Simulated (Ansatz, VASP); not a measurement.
**GaSb3: VASP beside Ansatz**

The input POSCAR:

```
GaSb3
1.0
    4.6839160343      0.0000000000      0.0000000000
    0.0000000000      4.6839160343      0.0000000000
    0.0000000000      0.0000000000      4.6839160343
Ga Sb
1 3
Direct
    0.0000000000      0.0000000000      0.0000000000
    0.0000000000      0.5000000000      0.5000000000
    0.5000000000      0.0000000000      0.5000000000
    0.5000000000      0.5000000000      0.0000000000
```

Contents of INCAR.step1:

```
PREC = Accurate
ENCUT = 520
ISMEAR = 0
SIGMA = 0.1
LREAL = False
LASPH = True
NELM = 60
NBANDS = 22
GGA = PE
ALGO = Normal
EDIFF = 1E-4
LWAVE = True
LCHARG = False
```

INCAR.step2

```
PREC = Accurate
ENCUT = 520
EDIFF = 1E-6
ISMEAR = 0
SIGMA = 0.1
LREAL = False
LASPH = True
NELM = 60
ALGO = Normal
ISIF = 2
LWAVE = False
LCHARG = False
METAGGA = R2SCAN
LMIXTAU = True
NBANDS = 22
ISTART = 1
```

Contents of KPOINTS:

```
regular mesh
0
Gamma
  4 4 4
```

Input for Ansatz:

```yaml
crystal:
  lattice:
    - [4.6839160343, 0.0, 0.0]
    - [0.0, 4.6839160343, 0.0]
    - [0.0, 0.0, 4.6839160343]
  atoms:
    - { symbol: Ga, position: [0.0, 0.0, 0.0] }
    - { symbol: Sb, position: [0.0, 0.5, 0.5] }
    - { symbol: Sb, position: [0.5, 0.0, 0.5] }
    - { symbol: Sb, position: [0.5, 0.5, 0.0] }
basis:
  ecutwfc: 500
kpoints:
  mp_grid: { grid: [4, 4, 4] }
hamiltonian:
  xc: r2scan
scf:
  occupations: { method: gaussian, width: 0.1 }
  lower_state_search: "off"
output:
  forces: true
  stress: true
  eigenvalues: true
```

Alike in both runs: task single point; functional r2SCAN; k mesh 4 × 4 × 4; occupations gaussian, width 0.1 eV; no spin polarisation.

|  | VASP | Ansatz |
| --- | --- | --- |
| version | VASP 6.6.1 | Ansatz 0.2.0 |
| potentials or method | VASP PAW PBE potentials, release 64 (Ga_d, Sb), cutoff 520 eV | scalar-relativistic, plane waves, PAW |
| valence electrons in the cell | 28 | 58 |

|  | VASP | Ansatz | Ansatz less VASP |
| --- | --- | --- | --- |
| gap on the k mesh at the Fermi level (eV) | none | none | - |
| pressure (GPa) | 0.6 | 0.6 | +0.03 |

VASP's potentials were made for PBE, not for r2SCAN. A gap of «none» marks a metal or a gap that the smearing closes. The functional is the same, so the differences come from potentials, cutoffs and numerics. VASP's potentials hold 28 valence electrons a cell and Ansatz's 58, so a difference there can come from the potentials and not from the codes.

Neither program's run includes spin-orbit coupling.
